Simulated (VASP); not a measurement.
# Cu (Fm-3m) in VASP: further runs

The runs below take Cu through single point, with PBE.

Everything below comes from runs of VASP 6.6.1. Logs are shortened: lines on timing, memory, paths and dates and some standing lists are left out, and cuts for length are marked.

**1. The cell of the first run**

The structure is cubic, space group Fm-3m (No. 225). The conventional cell has a = 3.577 Å, b = 3.577 Å, c = 3.577 Å, α = 90.00°, β = 90.00°, γ = 90.00°. Cu (site symmetry m-3m) has 12 Cu at 2.53 Å within 3.3 Å.

**2. Single point, PBE**

INCAR

```
PREC = Accurate
ENCUT = 520
EDIFF = 1E-6
ISMEAR = 0
SIGMA = 0.1
LREAL = F
LASPH = T
NELM = 80
ALGO = Normal
ISIF = 2
LWAVE = F
LCHARG = T
GGA = PE
LELF = T
LVHAR = T
NBANDS = 12
```

KPOINTS

```
regular mesh
0
Gamma
  8 8 8
```

POSCAR

```
Cu
1.0
    0.0000000000      1.7887153400      1.7887153400
    1.7887153400      0.0000000000      1.7887153400
    1.7887153400      1.7887153400      0.0000000000
Cu
1
Direct
    0.0000000000      0.0000000000      0.0000000000
```

Potentials or basis: VASP PAW PBE potentials, release 64 (Cu).

Command:

```
$ cat potpaw_PBE.64/Cu/POTCAR > POTCAR
$ mpirun -np 1 vasp_std > vasp.out
```

OUTCAR:

```text
PREC = Accurate
   ENCUT = 520
   EDIFF = 1E-6
   ISMEAR = 0
   LREAL = F
   LASPH = T
   NELM = 80
   ISIF = 2
   GGA = PE

 ion  position               nearest neighbor table
   1  0.000  0.000  0.000-

  LATTYP: Found a face centered cubic cell.
 ALAT       =     3.5774306800

  Lattice vectors:

 A1 = (   0.0000000000,   1.7887153400,   1.7887153400)
 A2 = (   1.7887153400,   0.0000000000,   1.7887153400)
 A3 = (   1.7887153400,   1.7887153400,   0.0000000000)

Analysis of symmetry for initial positions (statically):
=====================================================================
 Subroutine PRICEL returns:
 Original cell was already a primitive cell.

 Routine SETGRP: Setting up the symmetry group for a
 face centered cubic supercell.

 Subroutine GETGRP returns: Found 48 space group operations
 (whereof 48 operations were pure point group operations)
 out of a pool of 48 trial point group operations.

The static configuration has the point symmetry O_h .

Analysis of symmetry for dynamics (positions and initial velocities):
=====================================================================
 Subroutine PRICEL returns:
 Original cell was already a primitive cell.

 Routine SETGRP: Setting up the symmetry group for a
 face centered cubic supercell.

 Subroutine GETGRP returns: Found 48 space group operations
 (whereof 48 operations were pure point group operations)
 out of a pool of 48 trial point group operations.

The dynamic configuration has the point symmetry O_h .

 Subroutine INISYM returns: Found 48 space group operations
 (whereof 48 operations are pure point group operations),
 and found     1 'primitive' translations

----------------------------------------------------------------------------------------

                                     Primitive cell

  volume of cell :      11.4460

  direct lattice vectors                    reciprocal lattice vectors
     0.000000000  1.788715340  1.788715340    -0.279530224  0.279530224  0.279530224
     1.788715340  0.000000000  1.788715340     0.279530224 -0.279530224  0.279530224
     1.788715340  1.788715340  0.000000000     0.279530224  0.279530224 -0.279530224

  length of vectors
     2.529625493  2.529625493  2.529625493     0.484160551  0.484160551  0.484160551

  position of ions in fractional coordinates (direct lattice)
     0.000000000  0.000000000  0.000000000

  ion indices of the primitive-cell ions
   primitive index   ion index
                 1           1

----------------------------------------------------------------------------------------

 KPOINTS: regular mesh

Automatic generation of k-mesh.
 Grid dimensions read from file:
 generate k-points for:    8    8    8

 Generating k-lattice:

  Cartesian coordinates                     Fractional coordinates (reciprocal lattice)
    -0.034941278  0.034941278  0.034941278     0.125000000  0.000000000  0.000000000
     0.034941278 -0.034941278  0.034941278     0.000000000  0.125000000  0.000000000
     0.034941278  0.034941278 -0.034941278     0.000000000  0.000000000  0.125000000

  Length of vectors
     0.060520069  0.060520069  0.060520069

  Shift w.r.t. Gamma in fractional coordinates (k-lattice)
     0.000000000  0.000000000  0.000000000

 Subroutine IBZKPT returns following result:
 ===========================================

 Found     29 irreducible k-points:

 Following reciprocal coordinates:
            Coordinates               Weight
  0.000000  0.000000  0.000000      1.000000
  0.125000  0.000000  0.000000      8.000000
  0.250000  0.000000  0.000000      8.000000
  0.375000  0.000000  0.000000      8.000000
  0.500000  0.000000  0.000000      4.000000
  0.125000  0.125000  0.000000      6.000000
[... 16 lines left out ...]
  0.500000  0.250000  0.125000     48.000000
 -0.375000  0.250000  0.125000     24.000000
 [... further k-points ...]
   k-points           NKPTS =     29   k-points in BZ     NKDIM =     29   number of bands    NBANDS=     12
   number of dos      NEDOS =    301   number of ions     NIONS =      1
   total plane-waves  NPLWV =   8000
   dimension x,y,z NGX =    20 NGY =   20 NGZ =   20
   dimension x,y,z NGXF=    40 NGYF=   40 NGZF=   40
   ions per type =               1
   NGX,Y,Z   is equivalent  to a cutoff of  13.14, 13.14, 13.14 a.u.
   NGXF,Y,Z  is equivalent  to a cutoff of  26.29, 26.29, 26.29 a.u.
 SYSTEM =  unknown system
   PREC   = accura    normal or accurate (medium, high low for compatibility)
   ISTART =      0    job   : 0-new  1-cont  2-samecut
   ICHARG =      2    charge: 1-file 2-atom 10-const
   ISPIN  =      1    spin polarized calculation?
   LNONCOLLINEAR =      F non collinear calculations
   LSORBIT =      F    spin-orbit coupling
   LASPH  =      T    aspherical Exc in radial PAW
   ENCUT  =  520.0 eV  38.22 Ry    6.18 a.u.   4.70  4.70  4.70*2*pi/ulx,y,z
   NELM   =     80;   NELMIN=  2; NELMDL= -5     # of ELM steps
   EDIFF  = 0.1E-05   stopping-criterion for ELM
   LREAL  =      F    real-space projection
   EDIFFG = 0.1E-04   stopping-criterion for IOM
   NSW    =      0    number of steps for IOM
   IBRION =     -1    ionic relax: 0-MD 1-quasi-New 2-CG
   NFREE  =      0    steps in history (QN), initial steepest desc. (CG)
   ISIF   =      2    stress and relaxation
   ISYM   =      2    0-nonsym 1-usesym 2-fastsym
   POTIM  = 0.5000    time-step for ionic-motion
   TEBEG  =    0.0;   TEEND  =   0.0 temperature during run
   PSTRESS=    0.0 pullay stress
   NELECT =      11.0000    total number of electrons
   NUPDOWN=      -1.0000    fix difference up-down
   EMIN   =  10.00;   EMAX   =-10.00  energy-range for DOS
   EFERMI =   0.00;   METHOD = LEGACY
   ISMEAR =     0;   SIGMA  =   0.10  broadening in eV -4-tet -1-fermi 0-gaus
   EFERMI_NEDOS =   21; number of points for ismear=-14 and -15
   IALGO  =     38    algorithm
   IMIX   =      4    mixing-type and parameters
     AMIX     =   0.40;   BMIX     =  1.00
     AMIX_MAG =   1.60;   BMIX_MAG =  1.00
  volume/ion in A,a.u.               =      11.45        77.24
  Fermi-wavevector in a.u.,A,eV,Ry     =   1.615553  3.052952 35.511354  2.610011
  Thomas-Fermi vector in A             =   2.710282
   LORBIT       =      0    0 simple, 1 ext, 2 COOP (PROOUT), +10 PAW based schemes
   GGA     = PE    functional components
   LHFCALC =     F    Hartree Fock is set to
   AEXX    =    0.0000 exact exchange contribution
   IVDW    =     0    specifies the selected vdW correction
   LEPSILON=     F    determine dielectric tensor
   LRPA    =     F    only Hartree local field effects (RPA)
 non-spin polarized calculation
 Gauss-broadening in eV      SIGMA  =   0.10
  energy-cutoff  :      520.00
  volume of cell :       11.45
 maximum number of plane-waves:       331
   NGX =  9   NGY =  9   NGZ =  9

 number of electron      11.0000012 magnetization

 Free energy of the ion-electron system (eV)
  ---------------------------------------------------
  ext. energy  EPLUGINS =         0.00000000
  ---------------------------------------------------
  free energy    TOTEN  =        -3.68321698 eV

  energy without entropy =       -3.67999570  energy(sigma->0) =       -3.68160634

 E-fermi :   7.9259     XC(G=0): -12.9075

 val. band max:        7.8524088974   @ k =   0.5000   0.2500   0.1250
 cond. band min:       8.0988626711   @ k =   0.5000   0.1250   0.0000
 fundamental gap:      0.2464537737
 Fermi energy:         7.9259043912

 k-point     1 :       0.0000    0.0000    0.0000
  band No.  band energies     occupation
      1      -1.6111      2.00000
      2       4.8679      2.00000
      3       4.8679      2.00000
      4       4.8679      2.00000
      5       5.7319      2.00000
      6       5.7319      2.00000
      7      30.8258      0.00000
      8      33.7161      0.00000
      9      33.7161      0.00000
     10      33.7161      0.00000
     11      36.2400      0.00000
     12      36.2400      0.00000

 k-point     2 :       0.1250    0.0000    0.0000
  band No.  band energies     occupation
      1      -1.0353      2.00000
      2       4.7518      2.00000
      3       4.9658      2.00000
      4       4.9658      2.00000
      5       5.7010      2.00000
      6       5.7010      2.00000
      7      27.1374      0.00000
      8      31.5277      0.00000
      9      32.5080      0.00000
     10      32.5080      0.00000
     11      38.0760      0.00000
     12      38.1290      0.00000

 k-point     3 :       0.2500    0.0000    0.0000
  band No.  band energies     occupation
      1       0.5550      2.00000
      2       4.5985      2.00000
      3       5.0309      2.00000
      4       5.0309      2.00000
      5       5.8179      2.00000
      6       5.8179      2.00000
      7      20.6964      0.00000
      8      30.7406      0.00000
      9      31.2884      0.00000
     10      31.2884      0.00000
     11      36.9991      0.00000
     12      36.9991      0.00000
[... 286 lines left out ...]
 k-point    23 :       0.5000    0.2500    0.1250
  band No.  band energies     occupation
      1       3.2076      2.00000
      2       4.2483      2.00000
      3       4.5784      2.00000
      4       5.4403      2.00000
      5       6.0849      2.00000
      6       7.8524      1.70137
      7      16.1743      0.00000
      8      21.7235      0.00000
      9      24.6997      0.00000
     10      32.3039      0.00000
     11      35.9011      0.00000
     12      39.8155      0.00000

 k-point    24 :      -0.3750    0.2500    0.1250
  band No.  band energies     occupation
      1       3.5232      2.00000
      2       4.2376      2.00000
      3       4.7907      2.00000
      4       5.3334      2.00000
      5       6.2701      2.00000
      6      10.1179      0.00000
      7      12.3968      0.00000
      8      22.4135      0.00000
      9      22.9114      0.00000
     10      31.9938      0.00000
     11      35.7900      0.00000
     12      43.3154      0.00000

 [... further k-points ...]
[... 5 lines left out ...]
  --------------------------------------------------------------------------------------
  -------------------------------------------------------------------------------------
  Total        0.5926201      0.5926201      0.5926201      0.0000000      0.0000000      0.0000000
  in kB       82.9532217     82.9532217     82.9532217      0.0000000      0.0000000      0.0000000
  external PRESSURE =      82.9532217 kB  Pullay stress =       0.0000000 kB

 VOLUME and BASIS-vectors are now :
 -----------------------------------------------------------------------------
  energy-cutoff  :      520.00
  volume of cell :       11.45
      direct lattice vectors                 reciprocal lattice vectors
     0.000000000  1.788715340  1.788715340    -0.279530224  0.279530224  0.279530224
     1.788715340  0.000000000  1.788715340     0.279530224 -0.279530224  0.279530224
     1.788715340  1.788715340  0.000000000     0.279530224  0.279530224 -0.279530224

 POSITION                                       TOTAL-FORCE (eV/Angst)
 -----------------------------------------------------------------------------------
      0.00000      0.00000      0.00000         0.000000      0.000000      0.000000
 -----------------------------------------------------------------------------------
    total drift:                                0.000000      0.000000      0.000000

  FREE ENERGIE OF THE ION-ELECTRON SYSTEM (eV)
  ---------------------------------------------------
  free  energy   TOTEN  =        -3.6832169822 eV

  energy  without entropy=       -3.6799956984  energy(sigma->0) =       -3.68160634
```

Wall time 6.9 s (1 thread of Intel Xeon 8259CL, shared host); peak memory 0.12 GiB.

What came out:

```yaml
Free_energy: -3.6832 eV
Pressure: 8.3 GPa
Band_gap_on_the_k_mesh: zero (an odd number of electrons rules out a gap without spin polarisation)
```

Caveat: the k points lie up to 0.38 Å⁻¹ apart, too coarse for converged energies and pressures of a metal.

**3. Single point, PBE**

This run uses another cell than the first one, of 11.96 Å³/atom.

INCAR

```
ALGO = Normal
EDIFF = 1E-7
ENCUT = 520
GGA = PE
ISIF = 2
ISMEAR = 0
LASPH = True
LCHARG = False
LREAL = False
LWAVE = False
NBANDS = 12
NELM = 60
PREC = Accurate
SIGMA = 0.1
```

KPOINTS

```
k-points
0
Gamma
  20 20 20
```

POSCAR

```
Cu
1.0
    0.0000000000      1.8149014051      1.8149014051
    1.8149014051      0.0000000000      1.8149014051
    1.8149014051      1.8149014051      0.0000000000
Cu
1
Direct
    0.0000000000      0.0000000000      0.0000000000
```

Potentials or basis: VASP PAW PBE potentials, release 64 (Cu).

Command:

```
$ cat potpaw_PBE.64/Cu/POTCAR > POTCAR
$ mpirun -np 1 vasp_std > vasp.out
```

Wall time 50 s (1 thread of Intel Xeon 8259CL, shared host); peak memory 0.15 GiB.

Results (log left out):

* Free energy: -3.7294 eV
* Pressure: 0.5 GPa
* Band gap on the k mesh: zero (an odd number of electrons rules out a gap without spin polarisation)

Levels at points of the mesh, in eV from the Fermi level:
```csv
k point,band 3,band 4,band 5,band 6,band 7,band 8,band 9,band 10
"(0.00, 0.00, 0.00)",-2.96,-2.96,-2.16,-2.16,22.52,25.07,25.07,25.07
"(0.50, 0.00, 0.00)",-2.99,-1.60,-1.60,-0.94,3.72,21.02,21.91,21.91
"(0.50, 0.50, 0.00)",-1.62,-1.46,-1.46,1.53,7.06,13.01,13.01,17.48
```

**4. Single point, PBE**

This run uses another cell than the first one: it holds 27 atoms, not 1.

INCAR

```
SYSTEM = Cu
PREC = Accurate ; ENCUT = 520
EDIFF = 1E-6 ; ISMEAR = 0
SIGMA = 0.1 ; LREAL = Auto
LASPH = .True. ; NELM = 60
ALGO = Fast ; ISIF = 2
LWAVE = .False. ; LCHARG = .False.
GGA = PE ; NBANDS = 168
```

KPOINTS

```
Automatic mesh
0
Gamma
  4 4 4
  0 0 0
```

POSCAR

```
Cu
1.0
   -5.4447042152      5.4447042152      0.0000000000
   -5.4447042152      0.0000000000      5.4447042152
    0.0000000000      5.4447042152      5.4447042152
Cu
27
Direct
    0.0000000000      0.0000000000      0.0000000000
    0.3333333333      0.0000000000      0.0000000000
    0.0000000000      0.3333333333      0.0000000000
    0.0000000000      0.0000000000      0.3333333333
    0.6666666667      0.0000000000      0.0000000000
    0.3333333333      0.3333333333      0.0000000000
    0.3333333333      0.0000000000      0.3333333333
    0.0000000000      0.6666666667      0.0000000000
    0.0000000000      0.3333333333      0.3333333333
    0.0000000000      0.0000000000      0.6666666667
    0.6666666667      0.3333333333      0.0000000000
    0.6666666667      0.0000000000      0.3333333333
    0.3333333333      0.6666666667      0.0000000000
    0.3333333333      0.3333333333      0.3333333333
    0.3333333333      0.0000000000      0.6666666667
    0.0000000000      0.6666666667      0.3333333333
    0.0000000000      0.3333333333      0.6666666667
    0.6666666667      0.6666666667      0.0000000000
    0.6666666667      0.3333333333      0.3333333333
    0.6666666667      0.0000000000      0.6666666667
    0.3333333333      0.6666666667      0.3333333333
    0.3333333333      0.3333333333      0.6666666667
    0.0000000000      0.6666666667      0.6666666667
    0.6666666667      0.6666666667      0.3333333333
    0.6666666667      0.3333333333      0.6666666667
    0.3333333333      0.6666666667      0.6666666667
    0.6666666667      0.6666666667      0.6666666667
```

Command:

```
$ cat potpaw_PBE.64/Cu/POTCAR > POTCAR
$ mpirun -np 1 vasp_std > vasp.out
```

It took 50 min on 1 thread of Intel Xeon 8259CL, shared host; peak memory 0.65 GiB.

The run converged. Its results:

```
Free energy            : -100.5817 eV
Pressure               : 0.4 GPa
Band gap on the k mesh : zero (an odd number of electrons rules out a gap without spin polarisation)
```

Levels at points of the mesh, in eV from the Fermi level:
```
           k point  band 147  band 148  band 149  band 150  band 151  band 152
(0.00, 0.00, 0.00)     -1.69     -1.69     -1.69     -1.69      3.30      3.30
(0.50, 0.00, 0.00)     -0.27     -0.27     -0.27     -0.27      1.29      1.29
(0.50, 0.50, 0.00)      0.00      0.00      0.00      0.56      0.56      0.56
```

**5. The runs side by side**

```tsv
cell	k mesh	gap on the mesh (eV)	pressure (GPa)
a = 2.530 Å, angles 60.0°, 1 atom, atomic positions A	8 × 8 × 8	none	8.3
a = 2.567 Å, angles 60.0°, 1 atom, atomic positions A	20 × 20 × 20	none	0.5
a = 7.700 Å, angles 60.0°, 27 atoms, atomic positions B	4 × 4 × 4	none	0.4
```

Alike in all rows: task single point; level PBE; potentials or basis VASP PAW PBE potentials, release 64 (Cu); no spin polarisation; cutoff (eV) 520; smearing gaussian 0.1 eV.

Caveats: some runs use coarse meshes.

Absolute energies hang on the potentials; compare differences alone.

The gap in the log of VASP goes by the Fermi energy; the results here count the filled bands.